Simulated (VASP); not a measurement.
# Al16Ru15 (a cell with a defect) in VASP: single point with PBE

Aim: the single point of Al16Ru15 (a cell with a defect) with PBE.

All numbers are computed with VASP 6.6.1; they aren't measurements. Logs are shortened: lines on timing, memory, paths and dates and some standing lists are left out, and cuts for length are marked.

## (1) The cell of the first run

The cell holds a defect, 31 atoms: a = 8.495 Å, b = 8.495 Å, c = 8.495 Å, α = 60.00°, β = 60.00°, γ = 60.00°.

## (2) Single point, PBE

INCAR reads:

```
SYSTEM = Al16Ru15
ALGO = Normal
EDIFF = 1E-7
ENCUT = 520
GGA = PE
ISIF = 2
ISMEAR = 1
LASPH = .True.
LCHARG = .False.
LREAL = Auto
LWAVE = .False.
NBANDS = 150
NELM = 60
PREC = Accurate
SIGMA = 0.1
```

KPOINTS reads:

```
k-points
0
Gamma
  2 2 2
  0 0 0
```

POSCAR reads:

```
Al16Ru15
1.0
    0.0000000000      6.0068828200      6.0068828200
    6.0068828200      0.0000000000      6.0068828200
    6.0068828200      6.0068828200      0.0000000000
Al Ru
16 15
Direct
   -0.0014201209      0.0002964100      0.0022476716
    0.2504462040      0.2521708922      0.2466307475
   -0.0013108296      0.0003212981      0.4984147502
    0.2505659832      0.2522042706      0.7502774126
    0.0028948459      0.5001016484     -0.0016968868
    0.2462536800      0.7523358013      0.2505019733
   -0.0012771183      0.5040169071      0.4983685532
    0.2505762215      0.7483996500      0.7502636784
    0.4985017337      0.0046081305     -0.0017911953
    0.7507400486      0.2479573091      0.2504026706
    0.5023265128      0.0002964100      0.4984839208
    0.7467341439      0.2521456711      0.7503701396
    0.4985164668      0.5001808908     -0.0017774610
    0.7507163258      0.7523700953      0.2504683452
    0.4983963546      0.5001688213      0.5027220591
    0.7506108634      0.7523826643      0.7460694064
    0.1246150495      0.1262130497      0.1243435276
    0.3756009677      0.3772119530      0.3733798490
    0.3745532529      0.3762498067      0.8744314909
    0.1246068922      0.6262477749      0.1243248824
    0.3755411197      0.8753174746      0.3733949150
    0.1245252359      0.6262630074      0.6243685140
    0.3754475603      0.8753542657      0.8753038236
    0.6244875441      0.1262592467      0.1244391679
    0.8736220861      0.3771903944      0.3734708279
    0.6246166460      0.1262806388      0.6243061688
    0.8736762739      0.3771781584      0.8752596243
    0.6245821023      0.6262695000      0.1243672504
    0.8745492725      0.8762598102      0.3744114988
    0.6246690026      0.6261944194      0.6243097481
    0.8736824335      0.8752722764      0.8752914211
```

Potentials or basis: VASP PAW PBE potentials, release 64 (Al, Ru_pv).

On the command line:

```bash
$ cat potpaw_PBE.64/Al/POTCAR potpaw_PBE.64/Ru_pv/POTCAR > POTCAR
$ mpirun -np 1 vasp_std > vasp.out
```

OUTCAR:

```text
SYSTEM = Al16Ru15
   EDIFF = 1E-7
   ENCUT = 520
   GGA = PE
   ISIF = 2
   ISMEAR = 1
   LASPH = .True.
   LREAL = Auto
   NELM = 60
   PREC = Accurate

 ion  position               nearest neighbor table
   1  0.999  0.000  0.002-  29 2.58  17 2.59  20 2.59  24 2.59  23 2.61  31 2.61  27 2.61  14 2.98
                            10 2.98   6 2.98  12 3.03   8 3.03   4 3.03
   2  0.250  0.252  0.247-  19 2.58  24 2.59  17 2.59  20 2.59  25 2.61  21 2.61  18 2.61   5 2.98
                             9 2.98  13 2.98   7 3.02   3 3.03  11 3.03
   3  0.999  0.000  0.498-  29 2.58  22 2.59  17 2.59  26 2.59  21 2.61  25 2.61  31 2.61   6 2.98
                            10 2.98  16 2.98   2 3.03   8 3.03  12 3.03
   4  0.251  0.252  0.750-  19 2.58  26 2.59  22 2.59  17 2.59  23 2.61  27 2.61  18 2.61  15 2.98
                             9 2.98   5 2.98  11 3.03   7 3.03   1 3.03
   5  0.003  0.500  0.998-  19 2.58  20 2.59  17 2.59  22 2.59  25 2.60  31 2.60  27 2.60  28 2.62
                             2 2.98   4 2.98   8 2.98  10 3.03  14 3.03  16 3.03
   6  0.246  0.752  0.251-  29 2.58  22 2.59  17 2.59  20 2.59  18 2.60  21 2.60  23 2.60  28 2.62
                             7 2.98   3 2.98   1 2.98  15 3.03  13 3.03   9 3.03
   7  0.999  0.504  0.498-  29 2.58  20 2.59  22 2.59  30 2.59  25 2.61  18 2.61  27 2.61   6 2.98
                            14 2.98  16 2.98   2 3.02   4 3.03  12 3.03
   8  0.251  0.748  0.750-  19 2.58  20 2.59  22 2.59  30 2.59  23 2.61  21 2.61  31 2.61  15 2.98
                            13 2.98   5 2.98  11 3.03   3 3.03   1 3.03
   9  0.499  0.005  0.998-  19 2.58  24 2.59  17 2.59  26 2.59  31 2.60  21 2.60  23 2.60  28 2.62
[... 31 lines left out ...]
  25  0.874  0.377  0.373-   5 2.60  14 2.60  10 2.60  15 2.60   2 2.61   7 2.61   3 2.61  12 2.61
                            28 2.99  30 3.00  26 3.00  20 3.00  17 3.00
  26  0.625  0.126  0.624-  15 2.59  16 2.59   9 2.59  10 2.59  12 2.59   4 2.59   3 2.59  11 2.59
                            29 3.00  25 3.00  18 3.00  31 3.00  19 3.00  23 3.00
  27  0.874  0.377  0.875-  10 2.60  13 2.60   5 2.60  16 2.60  12 2.61   1 2.61   4 2.61   7 2.61
                            28 2.99  22 3.00  30 3.00  17 3.00  24 3.00
  28  0.625  0.626  0.124-  16 2.62  13 2.62  10 2.62   5 2.62   6 2.62  14 2.62   9 2.62  15 2.62
                            18 2.99  21 2.99  31 2.99  25 2.99  23 2.99  27 2.99
  29  0.875  0.876  0.374-  16 2.58  14 2.58  10 2.58   6 2.58   1 2.58   3 2.58  11 2.58   7 2.58
                            26 3.00  22 3.00  30 3.00  17 3.00  24 3.00  20 3.00
  30  0.625  0.626  0.624-  14 2.59  15 2.59  16 2.59  13 2.59  12 2.59   7 2.59   8 2.59  11 2.59
                            25 3.00  29 3.00  27 3.00  21 3.00  19 3.00  23 3.00
  31  0.874  0.875  0.875-   5 2.60  14 2.60   9 2.60  16 2.60  12 2.61   3 2.61   1 2.61   8 2.61
                            28 2.99  22 3.00  20 3.00  26 3.00  24 3.00

  LATTYP: Found a face centered cubic cell.
 ALAT       =    12.0137656400

  Lattice vectors:

 A1 = (   0.0000000000,   6.0068828200,   6.0068828200)
 A2 = (   6.0068828200,   0.0000000000,   6.0068828200)
 A3 = (   6.0068828200,   6.0068828200,   0.0000000000)

Analysis of symmetry for initial positions (statically):
=====================================================================
 Subroutine PRICEL returns:
 Original cell was already a primitive cell.

 Routine SETGRP: Setting up the symmetry group for a
 face centered cubic supercell.

 Subroutine GETGRP returns: Found  1 space group operations
 (whereof  1 operations were pure point group operations)
 out of a pool of 48 trial point group operations.

The static configuration has the point symmetry C_1 .

Analysis of symmetry for dynamics (positions and initial velocities):
=====================================================================
 Subroutine PRICEL returns:
 Original cell was already a primitive cell.

 Routine SETGRP: Setting up the symmetry group for a
 face centered cubic supercell.

 Subroutine GETGRP returns: Found  1 space group operations
 (whereof  1 operations were pure point group operations)
 out of a pool of 48 trial point group operations.

The dynamic configuration has the point symmetry C_1 .

 Subroutine INISYM returns: Found  1 space group operations
 (whereof  1 operations are pure point group operations),
 and found     1 'primitive' translations

----------------------------------------------------------------------------------------

                                     Primitive cell

  volume of cell :     433.4884

  direct lattice vectors                    reciprocal lattice vectors
     0.000000000  6.006882820  6.006882820    -0.083237848  0.083237848  0.083237848
     6.006882820  0.000000000  6.006882820     0.083237848 -0.083237848  0.083237848
     6.006882820  6.006882820  0.000000000     0.083237848  0.083237848 -0.083237848

  length of vectors
     8.495015152  8.495015152  8.495015152     0.144172182  0.144172182  0.144172182

  position of ions in fractional coordinates (direct lattice)
     0.998579879  0.000296410  0.002247672
     0.250446204  0.252170892  0.246630747
     0.998689170  0.000321298  0.498414750
     0.250565983  0.252204271  0.750277413
     0.002894846  0.500101648  0.998303113
     0.246253680  0.752335801  0.250501973
[... 23 lines left out ...]
     0.624669003  0.626194419  0.624309748
     0.873682434  0.875272276  0.875291421

  ion indices of the primitive-cell ions
   primitive index   ion index
                 1           1
                 2           2
                 3           3
                 4           4
                 5           5
                 6           6
[... 23 lines left out ...]
                30          30
                31          31

----------------------------------------------------------------------------------------

 KPOINTS: k-points

Automatic generation of k-mesh.
 Grid dimensions read from file:
 generate k-points for:    2    2    2

 Generating k-lattice:

  Cartesian coordinates                     Fractional coordinates (reciprocal lattice)
    -0.041618924  0.041618924  0.041618924     0.500000000  0.000000000  0.000000000
     0.041618924 -0.041618924  0.041618924     0.000000000  0.500000000  0.000000000
     0.041618924  0.041618924 -0.041618924     0.000000000  0.000000000  0.500000000

  Length of vectors
     0.072086091  0.072086091  0.072086091

  Shift w.r.t. Gamma in fractional coordinates (k-lattice)
     0.000000000  0.000000000  0.000000000

 Subroutine IBZKPT returns following result:
 ===========================================

 Found      8 irreducible k-points:

 Following reciprocal coordinates:
            Coordinates               Weight
  0.000000  0.000000  0.000000      1.000000
  0.500000  0.000000  0.000000      1.000000
  0.000000  0.500000  0.000000      1.000000
  0.000000  0.000000  0.500000      1.000000
  0.500000  0.500000  0.500000      1.000000
  0.500000  0.500000  0.000000      1.000000
  0.000000  0.500000  0.500000      1.000000
  0.500000  0.000000  0.500000      1.000000
   k-points           NKPTS =      8   k-points in BZ     NKDIM =      8   number of bands    NBANDS=    150
   number of dos      NEDOS =    301   number of ions     NIONS =     31
   total plane-waves  NPLWV = 262144
   dimension x,y,z NGX =    64 NGY =   64 NGZ =   64
   dimension x,y,z NGXF=   128 NGYF=  128 NGZF=  128
   ions per type =              16  15
   NGX,Y,Z   is equivalent  to a cutoff of  12.52, 12.52, 12.52 a.u.
   NGXF,Y,Z  is equivalent  to a cutoff of  25.05, 25.05, 25.05 a.u.
 SYSTEM =  Al16Ru15
   PREC   = accura    normal or accurate (medium, high low for compatibility)
   ISTART =      0    job   : 0-new  1-cont  2-samecut
   ICHARG =      2    charge: 1-file 2-atom 10-const
   ISPIN  =      1    spin polarized calculation?
   LNONCOLLINEAR =      F non collinear calculations
   LSORBIT =      F    spin-orbit coupling
   LASPH  =      T    aspherical Exc in radial PAW
   ENCUT  =  520.0 eV  38.22 Ry    6.18 a.u.  15.80 15.80 15.80*2*pi/ulx,y,z
   NELM   =     60;   NELMIN=  2; NELMDL= -5     # of ELM steps
   EDIFF  = 0.1E-06   stopping-criterion for ELM
   LREAL  =      T    real-space projection
   EDIFFG = 0.1E-05   stopping-criterion for IOM
   NSW    =      0    number of steps for IOM
   IBRION =     -1    ionic relax: 0-MD 1-quasi-New 2-CG
   NFREE  =      0    steps in history (QN), initial steepest desc. (CG)
   ISIF   =      2    stress and relaxation
   ISYM   =      2    0-nonsym 1-usesym 2-fastsym
   POTIM  = 0.5000    time-step for ionic-motion
   TEBEG  =    0.0;   TEEND  =   0.0 temperature during run
   PSTRESS=    0.0 pullay stress
   NELECT =     258.0000    total number of electrons
   NUPDOWN=      -1.0000    fix difference up-down
   EMIN   =  10.00;   EMAX   =-10.00  energy-range for DOS
   EFERMI =   0.00;   METHOD = LEGACY
   ISMEAR =     1;   SIGMA  =   0.10  broadening in eV -4-tet -1-fermi 0-gaus
   EFERMI_NEDOS =   21; number of points for ismear=-14 and -15
   IALGO  =     38    algorithm
   IMIX   =      4    mixing-type and parameters
     AMIX     =   0.40;   BMIX     =  1.00
     AMIX_MAG =   1.60;   BMIX_MAG =  1.00
  volume/ion in A,a.u.               =      13.98        94.37
  Fermi-wavevector in a.u.,A,eV,Ry     =   1.377069  2.602282 25.800972  1.896318
  Thomas-Fermi vector in A             =   2.502256
   LORBIT       =      0    0 simple, 1 ext, 2 COOP (PROOUT), +10 PAW based schemes
   GGA     = PE    functional components
   LHFCALC =     F    Hartree Fock is set to
   AEXX    =    0.0000 exact exchange contribution
   IVDW    =     0    specifies the selected vdW correction
   LEPSILON=     F    determine dielectric tensor
   LRPA    =     F    only Hartree local field effects (RPA)
 non-spin polarized calculation
 Methfessel and Paxton  Order N= 1 SIGMA  =   0.10
  energy-cutoff  :      520.00
  volume of cell :      433.49
 maximum number of plane-waves:     11708
 NGX is ok and might be reduce to    64
   NGX = 31   NGY = 31   NGZ = 31

 number of electron     258.0000067 magnetization

 Free energy of the ion-electron system (eV)
  ---------------------------------------------------
  ext. energy  EPLUGINS =         0.00000000
  ---------------------------------------------------
  free energy    TOTEN  =      -217.82541439 eV

  energy without entropy =     -217.81957153  energy(sigma->0) =     -217.82346677

 E-fermi :  10.0012     XC(G=0): -12.2474

 val. band max:        9.9731114306   @ k =   0.5000   0.5000   0.5000
 cond. band min:      10.0372857672   @ k =   0.0000   0.0000   0.0000
 fundamental gap:      0.0641743367
 Fermi energy:        10.0012382856

 k-point     1 :       0.0000    0.0000    0.0000
  band No.  band energies     occupation
      1     -31.8778      2.00000
      2     -31.8777      2.00000
      3     -31.8776      2.00000
      4     -31.8366      2.00000
      5     -31.8366      2.00000
      6     -31.8366      2.00000
[... 1141 lines left out ...]
    140      12.1259      0.00000
    141      12.2302      0.00000
 [bands above 141 left out]

------------------------ aborting loop because EDIFF is reached ----------------------------------------

  FORCE on cell =-STRESS in cart. coord.  units (eV):
  Direction    XX          YY          ZZ          XY          YZ          ZX
  --------------------------------------------------------------------------------------
  -------------------------------------------------------------------------------------
  Total       -2.6563907     -2.6665035     -2.6566723      0.0020625      0.0051004     -0.0039174
  in kB       -9.8180458     -9.8554228     -9.8190868      0.0076231      0.0188512     -0.0144789
  external PRESSURE =      -9.8308518 kB  Pullay stress =       0.0000000 kB

 VOLUME and BASIS-vectors are now :
 -----------------------------------------------------------------------------
  energy-cutoff  :      520.00
  volume of cell :      433.49
      direct lattice vectors                 reciprocal lattice vectors
     0.000000000  6.006882820  6.006882820    -0.083237848  0.083237848  0.083237848
     6.006882820  0.000000000  6.006882820     0.083237848 -0.083237848  0.083237848
     6.006882820  6.006882820  0.000000000     0.083237848  0.083237848 -0.083237848

 POSITION                                       TOTAL-FORCE (eV/Angst)
 -----------------------------------------------------------------------------------
      0.01528      6.01185      6.00013        -0.006216     -0.007124      0.006735
      2.99624      2.98588      3.01916         0.004667      0.006207     -0.004016
      2.99585      8.99293      6.00094         0.005716      0.004673      0.004754
      6.02179      6.01195      3.02008        -0.005652     -0.006593     -0.006238
      9.00074      6.01408      3.02144         0.002890     -0.004631     -0.002710
      6.02393      2.98395      5.99841        -0.004109      0.002911      0.002926
[... 23 lines left out ...]
      7.51163      7.50247      7.51379         0.003242     -0.001122     -0.001836
     10.51543     10.50588     10.50577         0.001562     -0.000454      0.001342
 -----------------------------------------------------------------------------------
    total drift:                               -0.017799      0.032230     -0.028247

  FREE ENERGIE OF THE ION-ELECTRON SYSTEM (eV)
  ---------------------------------------------------
  free  energy   TOTEN  =      -217.8254143913 eV

  energy  without entropy=     -217.8195715286  energy(sigma->0) =     -217.82346677
```

Wall time 64 min (1 thread of Intel Xeon 8259CL, shared host); peak memory 0.75 GiB.

Results:

```yaml
Free_energy: -217.8254 eV
Pressure: -1.0 GPa
Largest_force: 0.012 eV/Å
Band_gap_on_the_k_mesh: zero (bands 129 and 130 overlap by 0.52 eV)
```

Forces on the atoms (eV/Å):
```
Al  -0.006 -0.007  0.007
Al   0.005  0.006 -0.004
Al   0.006  0.005  0.005
Al  -0.006 -0.007 -0.006
Al   0.003 -0.005 -0.003
Al  -0.004  0.003  0.003
Al  -0.003  0.007 -0.006
Al   0.006 -0.007  0.007
Al  -0.005  0.004 -0.006
Al   0.004 -0.004  0.004
Al   0.006 -0.004 -0.004
Al  -0.007  0.005  0.006
Al   0.002  0.002  0.002
Al  -0.005 -0.003 -0.005
Al  -0.003  0.000  0.005
Al   0.002  0.006 -0.004
Ru   0.001  0.000  0.001
Ru   0.000 -0.002 -0.005
Ru  -0.001 -0.001  0.001
Ru   0.000  0.001  0.001
Ru   0.001  0.001 -0.001
Ru   0.001  0.002  0.000
Ru   0.000  0.001  0.000
Ru  -0.001  0.001  0.003
Ru   0.000 -0.002 -0.001
Ru   0.000  0.000 -0.001
Ru   0.000  0.000  0.001
Ru   0.000  0.000  0.001
Ru  -0.001  0.001  0.000
Ru   0.003 -0.001 -0.002
Ru   0.002  0.000  0.001
```

Caveat: the k points lie up to 0.45 Å⁻¹ apart, too coarse for converged energies and pressures of a metal.

The gap in the log of VASP goes by the Fermi energy; the results here count the filled bands.